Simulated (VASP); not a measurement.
Input of a VASP 6.6.1 run:

Contents of INCAR:

```
SYSTEM = BN
ALGO = Normal ; EDIFF = 1E-6
ENCUT = 520 ; GGA = PS
ISIF = 2 ; ISMEAR = -1
LASPH = .TRUE. ; LCHARG = .FALSE.
LREAL = .FALSE. ; LWAVE = .FALSE.
NBANDS = 11 ; NELM = 80
PREC = Accurate ; SIGMA = 0.05
```

The input KPOINTS:

```
k-points
0
G
  13 13 13
  0 0 0
```

File POSCAR:

```
BN
1.0
    0.0000000000      1.8485590667      1.8485590667
    1.8485590667      0.0000000000      1.8485590667
    1.8485590667      1.8485590667      0.0000000000
N B
1 1
Direct
    0.2500000000      0.2500000000      0.2500000000
    0.0000000000      0.0000000000      0.0000000000
```

Potentials or basis: VASP PAW PBE potentials, release 64 (N, B).

Command:

```bash
$ cat potpaw_PBE.64/N/POTCAR potpaw_PBE.64/B/POTCAR > POTCAR
$ mpirun -np 1 vasp_std > vasp.out
```

Problem. Estimate the pressure.

Solution. -24.9 GPa.

Problem. What does it give for the band gap on the k mesh?

Solution. 4.27 eV, indirect (least direct gap 8.45 eV).

Caveat: the PAW data sets were made with another functional, which shifts forces and pressure a little. A k mesh can miss the band edges.
